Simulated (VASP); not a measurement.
## MnS: single point with LDA

The system is MnS.

```
Mn S
1.0
     0.00000    2.42297    2.42297
     2.42297    0.00000    2.42297
     2.42297    2.42297    0.00000
Mn S
1 1
Direct
  0.00000 0.00000 0.00000
  0.75000 0.75000 0.75000
```

| Property | Result |
| --- | --- |
| Program | VASP 6.6.1 |
| Task | single point |
| Functional | LDA |
| Potentials or basis | VASP PAW LDA potentials, release 64 (Mn_pv, S) |
| Cutoff | 520 eV |
| k mesh | 9 × 9 × 9 |
| Occupations | fermi-dirac, width 0.05 eV |
| Spin | collinear spin, ferromagnetic start |
| Starting moments | [4.0, 0.0] μB |

```
Pressure                                              : 2.6 GPa
Net moment                                            : 0.00 μB per cell
Valence electrons inside the program's atomic spheres : Mn 12.19; S 3.76
```

Levels at points of the mesh, in eV from the Fermi level:
Spin up:
```csv
k point,band 5,band 6,band 7,band 8,band 9,band 10,band 11,band 12,band 13,band 14
"(0.00, 0.00, 0.00)",-4.88,-4.88,-4.88,-0.80,-0.80,4.08,4.08,4.08,4.13,8.17
```
Spin down:
```csv
k point,band 7,band 8,band 9,band 10,band 11,band 12
"(0.00, 0.00, 0.00)",-4.88,-0.80,-0.80,4.08,4.08,4.08
```

Wall time 40 s on 1 thread of Intel(R) Xeon(R) Platinum 8488C (Sapphire Rapids), with other jobs on the host, peak memory 0.16 GiB.

Caveat: semilocal functionals often make such compounds metallic where correlation or magnetic order opens a gap, which also shifts bond lengths. With open d or f shells a metallic result of LDA can be an artefact of self-interaction; +U or a hybrid may open a gap.
